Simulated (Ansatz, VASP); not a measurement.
# Si3C: VASP beside Ansatz

The input INCAR:

```
PREC = Accurate
ENCUT = 600
EDIFF = 1E-6
ISMEAR = 0
SIGMA = 0.1
LREAL = F
LASPH = T
NELM = 100
ALGO = Normal
ISIF = 3
LWAVE = F
LCHARG = F
GGA = PE
IBRION = 2
NSW = 90
EDIFFG = -0.04
```

File KPOINTS:

```
regular mesh
0
Gamma
  6 6 4
```

File POSCAR:

```
Si3C
1.0
    2.6517100559      0.0000000000      0.0000000000
    0.0000000000      2.6517100559      0.0000000000
    0.0000000000      0.0000000000      7.0824831204
Si C
3 1
Direct
    0.0000000000      0.0000000000      0.8312955716
    0.5000000000      0.5000000000      0.5000000000
    0.0000000000      0.0000000000      0.1687044284
    0.5000000000      0.5000000000      0.0000000000
```

Input for Ansatz:

```yaml
crystal:
  lattice:
    - [2.6517100559, 0.0, 0.0]
    - [0.0, 2.6517100559, 0.0]
    - [0.0, 0.0, 7.0824831204]
  atoms:
    - { symbol: Si, position: [0.0, 0.0, 0.8312955716] }
    - { symbol: Si, position: [0.5, 0.5, 0.5] }
    - { symbol: Si, position: [0.0, 0.0, 0.1687044284] }
    - { symbol: C, position: [0.5, 0.5, 0.0] }
basis:
  ecutwfc: 420
kpoints:
  mp_grid: { grid: [6, 6, 4] }
hamiltonian:
  xc: pbe
scf:
  occupations: { method: gaussian, width: 0.1 }
  lower_state_search: "off"
output:
  forces: true
  stress: true
  eigenvalues: true
relax:
  adjacent_minimum: "off"
  f_tol: 0.04
  max_steps: 70
  cell: { stress_tol: 0.4 }
```

Alike in both runs: task relaxation of cell and atoms; functional PBE; k mesh 6 × 6 × 4; occupations gaussian, width 0.1 eV; no spin polarisation.

|  | VASP | Ansatz |
| --- | --- | --- |
| version | VASP 6.6.1 | Ansatz 0.2.0 |
| potentials or method | VASP PAW PBE potentials, release 64 (Si, C), cutoff 600 eV | scalar-relativistic, plane waves, PAW |
| valence electrons in the cell | 16 | 16 |

Ansatz gave:

| Quantity | Value |
| --- | --- |
| gap on the k mesh at the Fermi level, each at its own relaxed structure (eV) | none |
| relaxed volume (Å³/atom) | 12.49 |
| relaxed cell length with the largest relative difference (Å) | 7.107 |

Q: Which values does VASP return?

A: gap on the k mesh at the Fermi level, each at its own relaxed structure (eV): none; relaxed volume (Å³/atom): 12.48; relaxed cell length with the largest relative difference (Å): 7.102.

A gap of «none» marks a metal or a gap that the smearing closes.

The k mesh is coarse, so the values compare programs but aren't converged. Noted on VASP's run: too few bands were computed for a metal, which touches its energy and stress.
